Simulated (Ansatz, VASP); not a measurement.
# One calculation of Ga, two programs

File INCAR:

```
SYSTEM = Ga
  ALGO = Normal
  EDIFF = 1E-7
  ENCUT = 520
  GGA = PE
  ISIF = 2
  ISMEAR = -1
  LASPH = .True.
  LCHARG = .True.
  LELF = .True.
  LREAL = .False.
  LVHAR = .True.
  LWAVE = .False.
  NBANDS = 12
  NELM = 80
  PREC = Accurate
  SIGMA = 0.05
```

KPOINTS

```
k-points
0
Gamma
  17 17 17
  0 0 0
```

Contents of POSCAR:

```
Ga
1.0
    0.0000000000      2.1589443897      2.1589443897
    2.1589443897      0.0000000000      2.1589443897
    2.1589443897      2.1589443897      0.0000000000
Ga
1
Direct
    0.0000000000      0.0000000000      0.0000000000
```

Input for Ansatz:

```yaml
crystal:
  lattice:
    - [0.0, 2.1589443897, 2.1589443897]
    - [2.1589443897, 0.0, 2.1589443897]
    - [2.1589443897, 2.1589443897, 0.0]
  atoms:
    - { symbol: Ga, position: [0.0, 0.0, 0.0] }
kpoints:
  mp_grid: { grid: [17, 17, 17] }
scf:
  occupations: { method: fermi_dirac, width: 0.05 }
hamiltonian:
  xc: pbe
  pseudopotentials: { kind: all_electron, lapw: { basis_error: 0.00025 } }
output:
  forces: true
  stress: true
  eigenvalues: true
```

Change from the starting cell: volume scaled by 1.06.

Alike in both runs: task single point; functional PBE; k mesh 17 × 17 × 17; occupations fermi-dirac, width 0.05 eV; no spin polarisation.

|  | VASP | Ansatz |
| --- | --- | --- |
| version | VASP 6.6.1 | Ansatz 0.2.0 |
| potentials or method | VASP PAW PBE potentials, release 64 (Ga_d), cutoff 520 eV | all-electron LAPW, scalar-relativistic |

|  | VASP | Ansatz | Ansatz less VASP |
| --- | --- | --- | --- |
| pressure (GPa) | -2.4 | -2.4 | -0.04 |

Ansatz ran all-electron here, and VASP with PAW potentials.
